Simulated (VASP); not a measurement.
Input of a VASP 6.6.1 run:

INCAR

```
SYSTEM = Si
  PREC = Accurate
  ENCUT = 520
  EDIFF = 1E-6
  ISMEAR = 0
  SIGMA = 0.01
  LREAL = .FALSE.
  LASPH = .TRUE.
  NELM = 100
  ALGO = Normal
  ISIF = 2
  LWAVE = .FALSE.
  LCHARG = .FALSE.
  GGA = PE
  NBANDS = 11
```

Contents of KPOINTS:

```
regular mesh
0
G
  6 6 6
  0 0 0
```

Contents of POSCAR:

```
Si
1.0
    0.0000000000      2.7404286781      2.7404286781
    2.7404286781      0.0000000000      2.7404286781
    2.7404286781      2.7404286781      0.0000000000
Si
2
Direct
    0.7500000000      0.7500000000      0.7500000000
    0.5000000000      0.5000000000      0.5000000000
```

Potentials or basis: VASP PAW PBE potentials, release 64 (Si).

The run is started by

```bash
$ cat potpaw_PBE.64/Si/POTCAR > POTCAR
$ mpirun -np 1 vasp_std > vasp.out
```

Q: What does it give for the band gap on the k mesh?

A: 0.76 eV, indirect (least direct gap 2.55 eV).

Q: Predict the pressure.

A: -0.5 GPa.

A k mesh can miss the band edges. PBE gaps usually lie below the measured ones, often by a third to a half.
